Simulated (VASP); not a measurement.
Here is a VASP 6.6.1 calculation.

The input INCAR:

```
SYSTEM = Al
PREC = Accurate ; ENCUT = 500
EDIFF = 1E-6 ; ISMEAR = -1
SIGMA = 0.1 ; LREAL = .False.
LASPH = .True. ; NELM = 120
ALGO = Normal ; ISIF = 2
LWAVE = .False. ; LCHARG = .True.
GGA = PE ; LELF = .True.
LVHAR = .True. ; NBANDS = 10
GGA_COMPAT = .False.
```

The input KPOINTS:

```
Automatic mesh
0
Gamma
  4 8 8
  0 0 0
```

File POSCAR:

```
Al
1.0
    0.0000000000      4.0400000000      4.0400000000
    2.0200000000      0.0000000000      2.0200000000
    2.0200000000      0.0000000000     -2.0200000000
Al
2
Direct
   -0.2500000000     -0.0247524752     -0.5247524752
    0.2500000000      0.0247524752     -0.4752475248
```

Potentials or basis: VASP PAW PBE potentials, release 64 (Al).

Command:

```console
$ cat potpaw_PBE.64/Al/POTCAR > POTCAR
$ mpirun -np 1 vasp_std > vasp.out
```

Estimate the largest force.

0.385 eV/Å.

Estimate the pressure.

0.9 GPa.

Stress tensor (GPa, compression positive):
```
 1.01  0.00  0.00
 0.00  1.91  0.00
 0.00  0.00 -0.18
```

Caveat: the k points lie up to 0.39 Å⁻¹ apart.
